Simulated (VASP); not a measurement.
# TePb (rocksalt type) (Fm-3m) in VASP: relaxation of cell and atoms with PBE

Aim: the relaxation of cell and atoms of TePb (rocksalt type) with PBE.

Everything below comes from runs of VASP 6.6.1. Logs are shortened: lines on timing, memory, paths and dates and some standing lists are left out, and cuts for length are marked.

## Step 1: The cell of the first run

It takes space group Fm-3m (No. 225, cubic). The conventional cell has a = 6.171 Å, b = 6.171 Å, c = 6.171 Å, α = 90.00°, β = 90.00°, γ = 90.00°. Pb (site symmetry m-3m) has 6 Te at 3.09 Å within 4.1 Å. Te (site symmetry m-3m) has 6 Pb at 3.09 Å within 4.1 Å.

## Step 2: Relaxation of cell and atoms, PBE

File INCAR:

```
SYSTEM = TePb
PREC     = Accurate       ! precision mode
ENCUT    = 600            ! plane-wave cutoff, eV
EDIFF    = 1E-6           ! SCF threshold, eV
ISMEAR   = -1             ! smearing method
SIGMA    = 0.03           ! smearing width, eV
LREAL    = .False.        ! projectors in reciprocal space
LASPH    = .True.         ! aspherical terms in the spheres
NELM     = 80             ! most SCF steps
ALGO     = Normal         ! electronic algorithm
ISIF     = 3              ! what is computed and relaxed
LWAVE    = .False.        ! write WAVECAR
LCHARG   = .False.        ! write CHGCAR
GGA      = PE             ! functional
IBRION   = 2              ! ionic algorithm
NSW      = 100            ! ionic steps
EDIFFG   = -0.005         ! ionic threshold
```

File KPOINTS:

```
Automatic mesh
0
Gamma
  9 9 9
  0 0 0
```

File POSCAR:

```
TePb
1.0
    0.0000000000      3.0853790180      3.0853790180
    3.0853790180      0.0000000000      3.0853790180
    3.0853790180      3.0853790180      0.0000000000
Pb Te
1 1
Direct
    0.0000000000      0.0000000000      0.0000000000
    0.5000000000      0.5000000000      0.5000000000
```

Potentials or basis: VASP PAW PBE potentials, release 64 (Pb_d, Te).

Started as:

```sh
> cat potpaw_PBE.64/Pb_d/POTCAR potpaw_PBE.64/Te/POTCAR > POTCAR
> mpirun -np 1 vasp_std > vasp.out
```

OUTCAR:

```text
SYSTEM = TePb
   PREC = Accurate
   ENCUT = 600
   EDIFF = 1E-6
   ISMEAR = -1
   LREAL = .False.
   LASPH = .True.
   NELM = 80
   ISIF = 3
   GGA = PE
   IBRION = 2
   NSW = 100
   EDIFFG = -0.005

 ion  position               nearest neighbor table
   1  0.000  0.000  0.000-   2 3.09   2 3.09   2 3.09   2 3.09   2 3.09   2 3.09
   2  0.500  0.500  0.500-   1 3.09   1 3.09   1 3.09   1 3.09   1 3.09   1 3.09

  LATTYP: Found a face centered cubic cell.
 ALAT       =     6.1707580360

  Lattice vectors:

 A1 = (   0.0000000000,   3.0853790180,   3.0853790180)
 A2 = (   3.0853790180,   0.0000000000,   3.0853790180)
 A3 = (   3.0853790180,   3.0853790180,   0.0000000000)

Analysis of symmetry for initial positions (statically):
=====================================================================
 Subroutine PRICEL returns:
 Original cell was already a primitive cell.

 Routine SETGRP: Setting up the symmetry group for a
 face centered cubic supercell.

 Subroutine GETGRP returns: Found 48 space group operations
 (whereof 48 operations were pure point group operations)
 out of a pool of 48 trial point group operations.

The static configuration has the point symmetry O_h .

Analysis of symmetry for dynamics (positions and initial velocities):
=====================================================================
 Subroutine PRICEL returns:
 Original cell was already a primitive cell.

 Routine SETGRP: Setting up the symmetry group for a
 face centered cubic supercell.

 Subroutine GETGRP returns: Found 48 space group operations
 (whereof 48 operations were pure point group operations)
 out of a pool of 48 trial point group operations.

The dynamic configuration has the point symmetry O_h .

 Subroutine INISYM returns: Found 48 space group operations
 (whereof 48 operations are pure point group operations),
 and found     1 'primitive' translations

----------------------------------------------------------------------------------------

                                     Primitive cell

  volume of cell :      58.7429

  direct lattice vectors                    reciprocal lattice vectors
     0.000000000  3.085379018  3.085379018    -0.162054645  0.162054645  0.162054645
     3.085379018  0.000000000  3.085379018     0.162054645 -0.162054645  0.162054645
     3.085379018  3.085379018  0.000000000     0.162054645  0.162054645 -0.162054645

  length of vectors
     4.363384852  4.363384852  4.363384852     0.280686878  0.280686878  0.280686878

  position of ions in fractional coordinates (direct lattice)
     0.000000000  0.000000000  0.000000000
     0.500000000  0.500000000  0.500000000

  ion indices of the primitive-cell ions
   primitive index   ion index
                 1           1
                 2           2

----------------------------------------------------------------------------------------

 KPOINTS: Automatic mesh

Automatic generation of k-mesh.
 Grid dimensions read from file:
 generate k-points for:    9    9    9

 Generating k-lattice:

  Cartesian coordinates                     Fractional coordinates (reciprocal lattice)
    -0.018006072  0.018006072  0.018006072     0.111111111  0.000000000  0.000000000
     0.018006072 -0.018006072  0.018006072     0.000000000  0.111111111  0.000000000
     0.018006072  0.018006072 -0.018006072     0.000000000  0.000000000  0.111111111

  Length of vectors
     0.031187431  0.031187431  0.031187431

  Shift w.r.t. Gamma in fractional coordinates (k-lattice)
     0.000000000  0.000000000  0.000000000

 Subroutine IBZKPT returns following result:
 ===========================================

 Found     35 irreducible k-points:

 Following reciprocal coordinates:
            Coordinates               Weight
  0.000000  0.000000  0.000000      1.000000
  0.111111  0.000000  0.000000      8.000000
  0.222222  0.000000  0.000000      8.000000
  0.333333  0.000000  0.000000      8.000000
  0.444444  0.000000  0.000000      8.000000
  0.111111  0.111111  0.000000      6.000000
[... 16 lines left out ...]
 -0.333333  0.333333  0.000000     12.000000
  0.444444  0.444444  0.000000      6.000000
 [... further k-points ...]
   k-points           NKPTS =     35   k-points in BZ     NKDIM =     35   number of bands    NBANDS=     14
   number of dos      NEDOS =    301   number of ions     NIONS =      2
   total plane-waves  NPLWV =  46656
   dimension x,y,z NGX =    36 NGY =   36 NGZ =   36
   dimension x,y,z NGXF=    72 NGYF=   72 NGZF=   72
   ions per type =               1   1
   NGX,Y,Z   is equivalent  to a cutoff of  13.72, 13.72, 13.72 a.u.
   NGXF,Y,Z  is equivalent  to a cutoff of  27.43, 27.43, 27.43 a.u.
 SYSTEM =  TePb
   PREC   = accura    normal or accurate (medium, high low for compatibility)
   ISTART =      0    job   : 0-new  1-cont  2-samecut
   ICHARG =      2    charge: 1-file 2-atom 10-const
   ISPIN  =      1    spin polarized calculation?
   LNONCOLLINEAR =      F non collinear calculations
   LSORBIT =      F    spin-orbit coupling
   LASPH  =      T    aspherical Exc in radial PAW
   ENCUT  =  600.0 eV  44.10 Ry    6.64 a.u.   8.71  8.71  8.71*2*pi/ulx,y,z
   NELM   =     80;   NELMIN=  2; NELMDL= -5     # of ELM steps
   EDIFF  = 0.1E-05   stopping-criterion for ELM
   LREAL  =      F    real-space projection
   EDIFFG = -.5E-02   stopping-criterion for IOM
   NSW    =    100    number of steps for IOM
   IBRION =      2    ionic relax: 0-MD 1-quasi-New 2-CG
   NFREE  =      1    steps in history (QN), initial steepest desc. (CG)
   ISIF   =      3    stress and relaxation
   ISYM   =      2    0-nonsym 1-usesym 2-fastsym
   POTIM  = 0.5000    time-step for ionic-motion
   TEBEG  =    0.0;   TEEND  =   0.0 temperature during run
   PSTRESS=    0.0 pullay stress
   NELECT =      20.0000    total number of electrons
   NUPDOWN=      -1.0000    fix difference up-down
   EMIN   =  10.00;   EMAX   =-10.00  energy-range for DOS
   EFERMI =   0.00;   METHOD = LEGACY
   ISMEAR =    -1;   SIGMA  =   0.03  broadening in eV -4-tet -1-fermi 0-gaus
   EFERMI_NEDOS =   21; number of points for ismear=-14 and -15
   IALGO  =     38    algorithm
   IMIX   =      4    mixing-type and parameters
     AMIX     =   0.40;   BMIX     =  1.00
     AMIX_MAG =   1.60;   BMIX_MAG =  1.00
  volume/ion in A,a.u.               =      29.37       198.21
  Fermi-wavevector in a.u.,A,eV,Ry     =   1.143141  2.160222 17.779691  1.306770
  Thomas-Fermi vector in A             =   2.279837
   LORBIT       =      0    0 simple, 1 ext, 2 COOP (PROOUT), +10 PAW based schemes
   GGA     = PE    functional components
   LHFCALC =     F    Hartree Fock is set to
   AEXX    =    0.0000 exact exchange contribution
   IVDW    =     0    specifies the selected vdW correction
   LEPSILON=     F    determine dielectric tensor
   LRPA    =     F    only Hartree local field effects (RPA)
 conjugate gradient relaxation of ions
 non-spin polarized calculation
  energy-cutoff  :      600.00
  volume of cell :       58.74
 maximum number of plane-waves:      1980
   NGX = 17   NGY = 17   NGZ = 17

--------------------------------------- Ionic step        1  -------------------------------------------

 number of electron      20.0000002 magnetization

 Free energy of the ion-electron system (eV)
  ---------------------------------------------------
  ext. energy  EPLUGINS =         0.00000000
  ---------------------------------------------------
  free energy    TOTEN  =        -7.17176629 eV

  energy without entropy =       -7.17176597  energy(sigma->0) =       -7.17176613

------------------------ aborting loop because EDIFF is reached ----------------------------------------

  FORCE on cell =-STRESS in cart. coord.  units (eV):
  Direction    XX          YY          ZZ          XY          YZ          ZX
  --------------------------------------------------------------------------------------
  -------------------------------------------------------------------------------------
  Total        4.0348825      4.0348825      4.0348825      0.0000000      0.0000000     -0.0000000
  in kB      110.0489530    110.0489530    110.0489530      0.0000000      0.0000000     -0.0000000
  external PRESSURE =     110.0489530 kB  Pullay stress =       0.0000000 kB
[... 21 lines left out ...]
  energy  without entropy=       -7.1717659703  energy(sigma->0) =       -7.17176613

--------------------------------------- Ionic step        2  -------------------------------------------

 number of electron      20.0000003 magnetization

 E-fermi :   4.4531     XC(G=0):  -8.6832

 val. band max:        3.8975183134   @ k =   0.4444   0.0000   0.0000
 cond. band min:       4.9910744179   @ k =   0.4444   0.0000   0.0000
 fundamental gap:      1.0935561045
 Fermi energy:         4.4531207519

 k-point     1 :       0.0000    0.0000    0.0000
  band No.  band energies     occupation
      1     -12.6190      2.00000
      2     -12.6190      2.00000
      3     -12.6186      2.00000
      4     -12.6186      2.00000
      5     -12.6186      2.00000
      6      -7.0203      2.00000
      7      -1.9848      2.00000
      8       3.0914      2.00000
      9       3.0914      2.00000
     10       3.0914      2.00000
     11       7.8333      0.00000
     12       7.8333      0.00000
     13       7.8333      0.00000
     14      10.0336      0.00000
[... 496 lines left out ...]
  energy  without entropy=       -7.5211690341  energy(sigma->0) =       -7.52116903

--------------------------------------- Ionic step        5  -------------------------------------------

 number of electron      19.9999999 magnetization

 Free energy of the ion-electron system (eV)
  ---------------------------------------------------
  ext. energy  EPLUGINS =         0.00000000
  ---------------------------------------------------
  free energy    TOTEN  =        -7.52121707 eV

  energy without entropy =       -7.52121707  energy(sigma->0) =       -7.52121707

 E-fermi :   5.4481     XC(G=0):  -9.0857

 val. band max:        4.9549077207   @ k =   0.4444   0.0000   0.0000
 cond. band min:       5.9402312053   @ k =   0.4444   0.0000   0.0000
 fundamental gap:      0.9853234847
 Fermi energy:         5.4481186197

 k-point     1 :       0.0000    0.0000    0.0000
  band No.  band energies     occupation
      1     -11.6312      2.00000
      2     -11.6312      2.00000
      3     -11.6255      2.00000
      4     -11.6255      2.00000
      5     -11.6255      2.00000
      6      -6.6127      2.00000
      7      -0.6941      2.00000
      8       3.8519      2.00000
      9       3.8519      2.00000
     10       3.8519      2.00000
     11       9.0407      0.00000
     12       9.0407      0.00000
     13       9.0407      0.00000
     14      10.9242      0.00000
[... 420 lines left out ...]
  FREE ENERGIE OF THE ION-ELECTRON SYSTEM (eV)
  ---------------------------------------------------
  free  energy   TOTEN  =        -7.5212170716 eV

  energy  without entropy=       -7.5212170698  energy(sigma->0) =       -7.52121707

 reached required accuracy - stopping structural energy minimisation
```

Wall time 2.9 min (1 thread of Intel Xeon 8259CL, shared host); peak memory 0.24 GiB.

What came out:

```
Free energy                           : -7.5212 eV
Relaxed volume                        : 35.39 Å³/atom
Relaxed cell                          : a = 4.643 Å, b = 4.643 Å, c = 4.643 Å, α = 60.00°, β = 60.00°, γ = 60.00°
Space group after relaxing (to 0.1 Å) : Fm-3m (No. 225)
Energy gained by relaxing             : 174.7 meV/atom
Ionic steps                           : 5
Pressure after relaxing               : 0.0 GPa
```

The path:
```
step  energy change (eV)  largest force (eV/Å)  pressure (GPa)  volume (Å³)
   1              0.0000                0.0000           11.00        58.74
   2             -0.2826                0.0000           -2.87        77.62
   3             -0.3494                0.0000            0.07        70.71
   4             -0.3494                0.0000           -0.09        70.97
   5             -0.3495                0.0000            0.01        70.77
```

Final structure:
```
Pb Te
1.0
     0.00000    3.28307    3.28307
     3.28307    0.00000    3.28307
     3.28307    3.28307    0.00000
Pb Te
1 1
Cartesian
  0.0000 0.0000 0.0000
  3.2831 3.2831 3.2831
```

Caveat: this odd mesh misses L, so gap, dielectric constants and Born charges aren't listed; the volume moved by over 15 % at a fixed basis, so the end points are rough; spin-orbit coupling is left out, which moves the levels of the heavy elements.
